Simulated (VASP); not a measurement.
CdS, 2 atoms in the cell. Symmetry: Fm-3m, No. 225, cubic system. The conventional cell has a = 5.454 Å, b = 5.454 Å, c = 5.454 Å, α = 90.00°, β = 90.00°, γ = 90.00°. Within 3.6 Å of Cd (site symmetry m-3m) lie 6 S at 2.73 Å. S (site symmetry m-3m) has 6 Cd at 2.73 Å within 3.6 Å. 

* Program: VASP 6.6.1
* Task: single point
* Functional: PBE
* Potentials or basis: VASP PAW PBE potentials, release 64 (Cd, S)
* Cutoff: 520 eV
* k mesh: 8 × 8 × 8
* Occupations: fermi-dirac, width 0.02 eV
* Spin: non-collinear spin, zero start, spin-orbit coupling
* Starting moments: [[0.0, 0.0, 0.0], [0.0, 0.0, 0.0]] μB
* Dipole correction: no
* Further INCAR settings: ALGO = Normal; EDIFF = 1e-06; NBANDS = 30

Potentials or basis: VASP PAW PBE potentials, release 64 (Cd, S).

Command:

```sh
$ cat potpaw_PBE.64/Cd/POTCAR potpaw_PBE.64/S/POTCAR > POTCAR
$ mpirun -np 1 vasp_ncl > vasp.out
```

Hardware: 1 thread of Intel(R) Xeon(R) Platinum 8375C CPU @ 2.90GHz (Ice Lake) (shared host).

Problem. How long does it take, and how much memory?

Solution. Wall time 73 s on 1 thread of Intel(R) Xeon(R) Platinum 8375C CPU @ 2.90GHz (Ice Lake) (shared host), peak memory 0.29 GiB. Counts: scf iterations 13, k points 29.
